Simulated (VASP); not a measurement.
# LiAlO (P4/nmm) in VASP: a series of runs, part 2 of 2

VASP 6.6.1. The steps go on from the part before.

### 4 Single point, PBE

This run uses another cell than the first one, of 11.66 Å³/atom, 0.998 times its volume.

INCAR reads:

```
  ALGO = Normal
  EDIFF = 1E-7
  ENCUT = 520
  GGA = PE
  ISIF = 2
  ISMEAR = 0
  LASPH = T
  LCHARG = F
  LREAL = F
  LWAVE = F
  NBANDS = 21
  NELM = 60
  PREC = Accurate
  SIGMA = 0.1
```

KPOINTS reads:

```
k-points
0
Gamma
  12 12 6
```

POSCAR reads:

```
LiAlO
1.0
    3.4408623811      0.0000000000      0.0000000000
    0.0000000000      3.4408623811      0.0000000000
    0.0000000000      0.0000000000      5.9087640504
Li Al O
2 2 2
Direct
    0.5000000000      0.0000000000      0.6096042491
    0.0000000000      0.5000000000      0.3903957509
    0.0000000000      0.0000000000      0.0000000000
    0.5000000000      0.5000000000      0.0000000000
    0.5000000000      0.0000000000      0.2895234400
    0.0000000000      0.5000000000      0.7104765600
```

Started as:

```
> cat potpaw_PBE.64/Li_sv/POTCAR potpaw_PBE.64/Al/POTCAR potpaw_PBE.64/O/POTCAR > POTCAR
> mpirun -np 1 vasp_std > vasp.out
```

Wall time 65 s (1 thread of Intel Xeon 6975P-C (Granite Rapids), shared host); peak memory 0.27 GiB.

The run converged. Its results:

```yaml
Free_energy: -26.1508 eV
Largest_force: 0.014 eV/Å
Band_gap_on_the_k_mesh: zero (band 12 reaches 5.29 eV, above the bottom of band 13 at 4.98 eV)
```

Forces in eV/Å, atoms in the order of the input:
```
Li   0.000  0.000  0.014
Li   0.000  0.000 -0.014
Al   0.000  0.000  0.000
Al   0.000  0.000  0.000
O    0.000  0.000 -0.005
O    0.000  0.000  0.005
```

Levels at points of the mesh, in eV from the Fermi level:
| k point | band 8 | band 9 | band 10 | band 11 | band 12 | band 13 | band 14 | band 15 | band 16 | band 17 |
| --- | --- | --- | --- | --- | --- | --- | --- | --- | --- | --- |
| (0.00, 0.00, 0.00) | -3.58 | -2.76 | -2.76 | -2.44 | -0.59 | 2.46 | 2.46 | 4.21 | 4.31 | 6.58 |
| (0.50, 0.00, 0.00) | -4.56 | -2.86 | -2.86 | -0.79 | -0.79 | 2.44 | 2.44 | 4.17 | 4.17 | 6.33 |
| (0.50, 0.50, 0.00) | -5.06 | -4.10 | -4.10 | -1.20 | -1.20 | -0.29 | -0.29 | 6.06 | 6.06 | 6.21 |
| (0.00, 0.00, 0.50) | -3.24 | -3.16 | -3.16 | -1.43 | -0.89 | 2.54 | 2.54 | 4.36 | 4.61 | 5.47 |
| (0.50, 0.00, 0.50) | -4.08 | -2.85 | -2.85 | -1.65 | -1.65 | 2.89 | 2.89 | 4.01 | 4.01 | 7.08 |
| (0.50, 0.50, 0.50) | -4.98 | -4.85 | -4.85 | -1.34 | -1.34 | 0.31 | 0.31 | 6.16 | 6.16 | 6.25 |

Caveat: the cutoff is under 1.25 times the usual one of these potentials, so pressure, stress and relaxed cells hold a basis-set (Pulay) error.

### 5 Relaxation of cell and atoms, PBE

This run uses another cell than the first one, of 12.62 Å³/atom, 1.080 times its volume.

INCAR reads:

```
SYSTEM = LiAlO
PREC = Accurate
ENCUT = 600
EDIFF = 1E-6
ISMEAR = 0
SIGMA = 0.1
LREAL = .FALSE.
LASPH = .TRUE.
NELM = 60
ALGO = Normal
ISIF = 3
LWAVE = .FALSE.
LCHARG = .FALSE.
GGA = PE
IBRION = 2
NSW = 90
EDIFFG = -0.04
```

KPOINTS reads:

```
Automatic mesh
0
G
  6 6 4
  0 0 0
```

POSCAR reads:

```
LiAlO
1.0
    3.4081903100      0.0000000000      0.0000000000
    0.0000000000      3.4081903100      0.0000000000
    0.0000000000      0.0000000000      6.5167049300
Li Al O
2 2 2
Direct
    0.5000000000      0.0000000000      0.6499999800
    0.0000000000      0.5000000000      0.3500000200
    0.0000000000      0.0000000000      0.0000000000
    0.5000000000      0.5000000000      0.0000000000
    0.5000000000      0.0000000000      0.2220000000
    0.0000000000      0.5000000000      0.7780000000
```

Started as:

```
> cat potpaw_PBE.64/Li_sv/POTCAR potpaw_PBE.64/Al/POTCAR potpaw_PBE.64/O/POTCAR > POTCAR
> mpirun -np 1 vasp_std > vasp.out
```

Run time: 1.9 min. Hardware: 1 thread of Intel Xeon 6975P-C (Granite Rapids), shared host; peak memory 0.22 GiB.

It converged, with:

```
Free energy                            : -26.1693 eV
Relaxed volume                         : 11.63 Å³/atom
Relaxed cell                           : a = 3.442 Å, b = 3.442 Å, c = 5.889 Å, α = 90.00°, β = 90.00°, γ = 90.00°
Space group after relaxing (to 0.05 Å) : P4/nmm (No. 129)
Energy gained by relaxing              : 185.9 meV/atom
Ionic steps                            : 10
Pressure after relaxing                : 0.0 GPa
Largest force after relaxing           : 0.031 eV/Å
Band gap on the k mesh                 : zero (band 12 reaches 5.35 eV, above the bottom of band 13 at 5.06 eV)
```

Forces on the atoms (eV/Å):
```
Li   0.000  0.000  0.002
Li   0.000  0.000 -0.002
Al   0.000  0.000  0.000
Al   0.000  0.000  0.000
O    0.000  0.000  0.031
O    0.000  0.000 -0.031
```

Stress tensor (GPa, compression positive):
```
-0.10  0.00  0.00
 0.00 -0.10  0.00
 0.00  0.00  0.19
```

The path:
```tsv
step	energy change (eV)	largest force (eV/Å)	pressure (GPa)	volume (Å³)
1	0.0000	1.5486	3.54	75.70
2	-0.2364	1.1577	-1.44	78.78
3	-0.3038	0.7727	-4.45	81.17
4	-0.5158	0.6176	-4.04	78.00
5	-0.8065	1.1911	-0.17	69.29
6	-0.9090	0.8693	3.22	66.03
7	-0.9117	0.8464	2.66	66.43
8	-1.0639	0.4357	0.78	68.35
9	-1.1064	0.1735	-0.47	70.22
10	-1.1157	0.0306	0.00	69.79
```

Final structure:
```cif
data_structure
_symmetry_space_group_name_H-M 'P 1'
_symmetry_Int_Tables_number 1
_cell_length_a 3.4424
_cell_length_b 3.4424
_cell_length_c 5.8893
_cell_angle_alpha 90.000
_cell_angle_beta 90.000
_cell_angle_gamma 90.000
_cell_volume 69.79
loop_
_atom_site_label
_atom_site_type_symbol
_atom_site_fract_x
_atom_site_fract_y
_atom_site_fract_z
_atom_site_occupancy
Li1 Li 0.50000 0.00000 0.60969 1
Li2 Li 0.00000 0.50000 0.39031 1
Al1 Al 0.00000 0.00000 0.00000 1
Al2 Al 0.50000 0.50000 0.00000 1
O1 O 0.50000 0.00000 0.28810 1
O2 O 0.00000 0.50000 0.71190 1
```

Levels at points of the mesh, in eV from the Fermi level:
```
           k point  band 9  band 10  band 11  band 12  band 13  band 14  band 15  band 16
(0.00, 0.00, 0.00)   -2.88    -2.88    -2.52    -0.68     2.42     2.42     4.15     4.20
(0.50, 0.00, 0.00)   -2.98    -2.98    -0.83    -0.83     2.36     2.36     4.10     4.10
(0.50, 0.50, 0.00)   -4.22    -4.22    -1.26    -1.26    -0.31    -0.31     6.03     6.03
(0.00, 0.00, 0.50)   -3.28    -3.28    -1.51    -0.98     2.50     2.50     4.28     4.51
(0.50, 0.00, 0.50)   -2.97    -2.97    -1.70    -1.70     2.79     2.79     3.93     3.93
(0.50, 0.50, 0.50)   -4.96    -4.96    -1.39    -1.39     0.28     0.28     6.03     6.03
```

Caveat: the cutoff is under 1.25 times the usual one of these potentials, so pressure, stress and relaxed cells hold a basis-set (Pulay) error.

### 6 The runs side by side

```csv
task,cell,k mesh,cutoff (eV),gap on the mesh (eV),largest force (eV/Å)
single point,"a = 3.445, b = 3.445, c = 5.908 Å, 6 atoms",6 × 6 × 4,520,none,0.02
single point,"a = 3.408, b = 3.408, c = 6.517 Å, 6 atoms",6 × 6 × 4,520,none,1.55
single point,"a = 3.441, b = 3.441, c = 5.909 Å, 6 atoms",12 × 12 × 6,520,none,0.01
relaxation of cell and atoms,"relaxed from a = 3.408, b = 3.408, c = 6.517 Å, 6 atoms",6 × 6 × 4,600,none,0.03
```

Alike in all rows: level PBE; potentials or basis VASP PAW PBE potentials, release 64 (Li_sv, Al, O); no spin polarisation; smearing gaussian 0.1 eV.

Caveats: the cutoff is under 1.25 times the usual one of these potentials, so pressure, stress and relaxed cells hold a basis-set (Pulay) error; forces of over 1 eV/Å act on the atoms, so gaps and moduli don't describe the material at rest (some runs).

Absolute energies hang on the potentials; compare differences alone.
